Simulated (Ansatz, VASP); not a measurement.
Two plane-wave programs on SnO

```xyz
8
Lattice="3.8202 0.0000 0.0000 0.0000 3.8202 0.0000 0.0000 0.0000 22.2261" Properties=species:S:1:pos:R:3 pbc="T T T"
Sn    2.8651    0.9550    4.5000
Sn    0.9550    2.8651    6.8630
Sn    1.9101    4.7752   11.1130
Sn    3.8202    2.8651   13.4761
O     0.9550    0.9550    5.6815
O     2.8651    2.8651    5.6815
O     3.8202    4.7752   12.2946
O     1.9101    2.8651   12.2946
```

Alike in both runs: task single point; functional PBE; dispersion D3(BJ); k mesh 7 × 7 × 1; occupations gaussian, width 0.05 eV; no spin polarisation.

|  | VASP | Ansatz |
| --- | --- | --- |
| version | VASP 6.6.1 | Ansatz 0.2.0 |
| potentials or method | VASP PAW PBE potentials, release 64 (Sn_d, O), cutoff 520 eV | scalar-relativistic, plane waves, PAW |
| valence electrons in the cell | 80 | 80 |

|  | VASP | Ansatz | Ansatz less VASP |
| --- | --- | --- | --- |
| gap on the k mesh at the Fermi level (eV) | 2.57 | 2.61 | +0.045 |
| least direct gap on the mesh (eV) | 2.59 | 2.63 | +0.043 |
| rms of the force components (eV/Å) | 0.054 | 0.021 | -0.0323 |
